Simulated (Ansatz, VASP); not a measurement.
One calculation of Ru2C, two programs

```
Ru C
1.0
     1.45257    0.83864    4.65897
    -1.45257    0.83864    4.65897
     0.00000   -1.67729    4.65897
Ru C
2 1
Direct
  0.24469 0.24469 0.24469
  0.75531 0.75531 0.75531
  0.00000 0.00000 0.00000
```

Change from the starting cell: the structure that the rattled cell fell into.

Alike in both runs: functional PBE; k mesh 18 × 18 × 18; occupations gaussian, width 0.1 eV; no spin polarisation.

Ansatz relaxed the structure, and its values are those at the end. VASP's run is a single point on that final structure, the one shown.

|  | VASP | Ansatz |
| --- | --- | --- |
| version | VASP 6.6.1 | Ansatz 0.2.0 |
| potentials or method | VASP PAW PBE potentials, release 64 (Ru_pv, C), cutoff 520 eV | scalar-relativistic, plane waves, PAW |
| valence electrons in the cell | 32 | 36 |

|  | VASP | Ansatz | Ansatz less VASP |
| --- | --- | --- | --- |
| gap on the k mesh at the Fermi level (eV) | none | none | - |
| pressure (GPa) | 0.2 | 0.0 | -0.17 |
| rms of the force components (eV/Å) | 0.014 | 0.000 | -0.0137 |

A gap of «none» marks a metal or a gap that the smearing closes. The functional is the same, so the differences come from potentials, cutoffs and numerics. VASP's potentials hold 32 valence electrons a cell and Ansatz's 36, so a difference there can come from the potentials and not from the codes.
